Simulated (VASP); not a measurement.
The system is Si31Sn.

```xyz
64
Lattice="10.9320 0.0000 0.0000 0.0000 10.9320 0.0000 0.0000 0.0000 10.9320" Properties=species:S:1:pos:R:3 pbc="T T T"
Si   10.9096   10.9251    0.0011
Si   10.9207   10.9284    5.4763
Si    0.0059    5.4920   10.9108
Si   10.9166    5.4787    5.4407
Si    5.5154    0.0037    0.0141
Si    5.4658    0.0148    5.4465
Si    5.4498    5.4938    0.0437
Si    5.4688    5.4525    5.4515
Si    1.3806    1.3929    1.3550
Si    1.3630    1.3699    6.8463
Si    1.3647    6.8628    1.3826
Si    1.3682    6.8195    6.8388
Si    6.8189    1.3690    1.3421
Si    6.8178    1.3336    6.8491
Si    6.8368    6.8039    1.3484
Si    6.8093    6.8464    6.8389
Si    2.7574    2.7599    0.0254
Si    2.7632    2.7150    5.4705
Si    2.7773    8.2061    0.0093
Si    2.7347    8.1904    5.5026
Si    8.2069    2.7654   10.9075
Si    8.1539    2.7525    5.4554
Si    8.1975    8.1878   10.8938
Si    8.1855    8.1623    5.5077
Si    4.1025    4.1150    1.3817
Si    4.0768    4.1118    6.8605
Si    4.1210    9.5600    1.3644
Si    4.1077    9.5278    6.8127
Si    9.5777    4.0783    1.4177
Si    9.5442    4.1026    6.7700
Si    9.5471    9.5859    1.3502
Si    9.5467    9.5878    6.8499
Si    2.7287   10.9169    2.7480
Si    2.7537   10.9042    8.1807
Si    2.7251    5.4767    2.7247
Si    2.7163    5.4757    8.2057
Si    8.1636    0.0201    2.7452
Si    8.1526   10.9306    8.2041
Si    8.2023    5.4760    2.7391
Si    8.2311    5.4871    8.2269
Si    4.1138    1.3373    4.1095
Si    4.0945    1.3575    9.5550
Si    4.1077    6.8143    4.0810
Si    4.1035    6.8477    9.5691
Si    9.5397    1.3829    4.1057
Si    9.5704    1.3583    9.5845
Si    9.6077    6.8399    4.1006
Si    9.5471    6.8333    9.5526
Si   10.9117    2.7541    2.7748
Si    0.0199    2.7161    8.1828
Si   10.9257    8.2455    2.7390
Si    0.0477    8.1902    8.2005
Si    5.4675    2.7323    2.7224
Si    5.4774    2.7294    8.1996
Si    5.5124    8.2258    2.7537
Si    5.4400    8.2071    8.2195
Si    1.3656    4.1232    9.5936
Si    1.3837    9.5625    4.0621
Si    1.3847    9.5688    9.5275
Si    6.8354    4.0899    9.5818
Si    6.8624    9.5491    4.1223
Si    6.8510    9.5618    9.5849
Sn    1.3699    4.1112    4.0799
Sn    6.8453    4.0957    4.0960
```

* Program: VASP 6.6.1
* Task: relaxation of volume and atoms at fixed shape
* Functional: PBEsol
* Potentials or basis: VASP PAW PBE potentials, release 64 (Si, Sn_d)
* Cutoff: 600 eV
* k mesh: 1 × 1 × 1, shifted
* Occupations: fermi-dirac, width 0.05 eV
* Spin: no spin polarisation

At the start: pressure 1.0 GPa; volume 20.41 Å³/atom.

Problem. How do energy, volume and symmetry change on relaxing?

Solution. Over 14 steps the energy falls by 32.6 meV/atom and the volume is 20.52 Å³/atom (+0.5 %); space group P1 (No. 1, to 0.1 Å) before, P-42m (No. 111, to 0.1 Å).

The path:
```csv
step,energy change (eV),largest force (eV/Å),pressure (GPa),volume (Å³)
1,0.0000,3.3363,1.02,1306.46
2,-1.7278,0.6163,-1.12,1331.19
3,-1.7295,0.6133,-1.17,1332.04
4,-1.9701,0.3380,0.56,1305.91
5,-1.9702,0.3337,0.60,1305.42
6,-2.0498,0.1572,0.07,1312.54
7,-2.0549,0.1621,-0.10,1314.91
8,-2.0735,0.0688,-0.04,1313.97
9,-2.0750,0.0817,-0.01,1313.62
10,-2.0798,0.0486,0.03,1313.01
11,-2.0805,0.0494,0.05,1312.67
12,-2.0824,0.0366,-0.05,1314.09
13,-2.0825,0.0348,-0.08,1314.61
14,-2.0838,0.0269,0.00,1313.49
```

Final structure:
```yaml
crystal:
  lattice:
    - [10.95154, 0.00000, 0.00000]
    - [0.00000, 10.95154, 0.00000]
    - [0.00000, 0.00000, 10.95154]
  atoms:
    - { symbol: Si, position: [0.00015, 0.99931, 0.99835] }
    - { symbol: Si, position: [0.00127, 0.99869, 0.50037] }
    - { symbol: Si, position: [0.00176, 0.50058, 0.99895] }
    - { symbol: Si, position: [0.99147, 0.50850, 0.50851] }
    - { symbol: Si, position: [0.50027, 0.99906, 0.99886] }
    - { symbol: Si, position: [0.50155, 0.99821, 0.50020] }
    - { symbol: Si, position: [0.50175, 0.50029, 0.99888] }
    - { symbol: Si, position: [0.49107, 0.50847, 0.50893] }
    - { symbol: Si, position: [0.12468, 0.12264, 0.12277] }
    - { symbol: Si, position: [0.12549, 0.12267, 0.62757] }
    - { symbol: Si, position: [0.12546, 0.62861, 0.12266] }
    - { symbol: Si, position: [0.12455, 0.62746, 0.62763] }
    - { symbol: Si, position: [0.62473, 0.12318, 0.12255] }
    - { symbol: Si, position: [0.62503, 0.12230, 0.62800] }
    - { symbol: Si, position: [0.62602, 0.62772, 0.12264] }
    - { symbol: Si, position: [0.62441, 0.62744, 0.62777] }
    - { symbol: Si, position: [0.24842, 0.25007, 0.99877] }
    - { symbol: Si, position: [0.25906, 0.24131, 0.50884] }
    - { symbol: Si, position: [0.25080, 0.75197, 0.99928] }
    - { symbol: Si, position: [0.24848, 0.75124, 0.49993] }
    - { symbol: Si, position: [0.74935, 0.25058, 0.99908] }
    - { symbol: Si, position: [0.75803, 0.24125, 0.50878] }
    - { symbol: Si, position: [0.75049, 0.75153, 0.99865] }
    - { symbol: Si, position: [0.74902, 0.75136, 0.50081] }
    - { symbol: Si, position: [0.37474, 0.37551, 0.11977] }
    - { symbol: Si, position: [0.37493, 0.37496, 0.63078] }
    - { symbol: Si, position: [0.37584, 0.87539, 0.12547] }
    - { symbol: Si, position: [0.37487, 0.87468, 0.62503] }
    - { symbol: Si, position: [0.87567, 0.37545, 0.12056] }
    - { symbol: Si, position: [0.87475, 0.37506, 0.62986] }
    - { symbol: Si, position: [0.87498, 0.87587, 0.12452] }
    - { symbol: Si, position: [0.87534, 0.87517, 0.62588] }
    - { symbol: Si, position: [0.24894, 0.99881, 0.25019] }
    - { symbol: Si, position: [0.25041, 0.99894, 0.75113] }
    - { symbol: Si, position: [0.25851, 0.50921, 0.24126] }
    - { symbol: Si, position: [0.24859, 0.50019, 0.75177] }
    - { symbol: Si, position: [0.74867, 0.99910, 0.24995] }
    - { symbol: Si, position: [0.75013, 0.99898, 0.75161] }
    - { symbol: Si, position: [0.75903, 0.50885, 0.24194] }
    - { symbol: Si, position: [0.74886, 0.50018, 0.75150] }
    - { symbol: Si, position: [0.37551, 0.11995, 0.37517] }
    - { symbol: Si, position: [0.37494, 0.12499, 0.87532] }
    - { symbol: Si, position: [0.37527, 0.63022, 0.37501] }
    - { symbol: Si, position: [0.37502, 0.62529, 0.87546] }
    - { symbol: Si, position: [0.87489, 0.12005, 0.37536] }
    - { symbol: Si, position: [0.87512, 0.12550, 0.87496] }
    - { symbol: Si, position: [0.87536, 0.63061, 0.37530] }
    - { symbol: Si, position: [0.87532, 0.62527, 0.87506] }
    - { symbol: Si, position: [0.99169, 0.24156, 0.24205] }
    - { symbol: Si, position: [0.00136, 0.25033, 0.75117] }
    - { symbol: Si, position: [0.00112, 0.75236, 0.25000] }
    - { symbol: Si, position: [0.00051, 0.75140, 0.75168] }
    - { symbol: Si, position: [0.49118, 0.24194, 0.24124] }
    - { symbol: Si, position: [0.50146, 0.25010, 0.75208] }
    - { symbol: Si, position: [0.50210, 0.75151, 0.25039] }
    - { symbol: Si, position: [0.49970, 0.75116, 0.75143] }
    - { symbol: Si, position: [0.12479, 0.37527, 0.87521] }
    - { symbol: Si, position: [0.12505, 0.87548, 0.37511] }
    - { symbol: Si, position: [0.12564, 0.87536, 0.87513] }
    - { symbol: Si, position: [0.62548, 0.37518, 0.87544] }
    - { symbol: Si, position: [0.62579, 0.87504, 0.37541] }
    - { symbol: Si, position: [0.62500, 0.87502, 0.87509] }
    - { symbol: Sn, position: [0.12568, 0.37515, 0.37517] }
    - { symbol: Sn, position: [0.62489, 0.37519, 0.37519] }
```

Caveat: the k points lie up to 0.57 Å⁻¹ apart in the final cell; the PAW data sets were made with another functional, which shifts forces and pressure a little.
